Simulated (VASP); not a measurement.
A run of VASP 6.6.1:

INCAR

```
SYSTEM = Zn2SnN3
PREC = Accurate
ENCUT = 520
EDIFF = 1E-6
ISMEAR = 0
SIGMA = 0.1
LREAL = .FALSE.
LASPH = .TRUE.
NELM = 60
ALGO = Normal
ISIF = 2
LWAVE = .FALSE.
LCHARG = .FALSE.
GGA = PE
NBANDS = 36
```

KPOINTS

```
Automatic mesh
0
G
  6 6 2
  0 0 0
```

POSCAR

```
Zn2SnN3
1.0
    3.1623848770      0.0000000000      0.0000000000
   -1.5811924385      2.7387056400      0.0000000000
    0.0000000000      0.0000000000      7.7389060149
Zn Sn N
2 1 3
Direct
    0.3333333333      0.6666666667      0.6498011676
    0.6666666667      0.3333333333      0.3501988324
    0.0000000000      0.0000000000      0.0000000000
    0.3333333333      0.6666666667      0.1613482048
    0.6666666667      0.3333333333      0.8386517952
    0.0000000000      0.0000000000      0.5000000000
```

Potentials or basis: VASP PAW PBE potentials, release 64 (Zn, Sn_d, N).

Command:

```bash
$ cat potpaw_PBE.64/Zn/POTCAR potpaw_PBE.64/Sn_d/POTCAR potpaw_PBE.64/N/POTCAR > POTCAR
$ mpirun -np 1 vasp_std > vasp.out
```

Hardware: 1 thread of Intel(R) Xeon(R) Platinum 8375C CPU @ 2.90GHz (Ice Lake), with other jobs on the host.

How long does it take, and how much memory?

Wall time 29 s on 1 thread of Intel(R) Xeon(R) Platinum 8375C CPU @ 2.90GHz (Ice Lake), on a shared host, peak memory 0.19 GiB. Counts: scf iterations 15, k points 14.
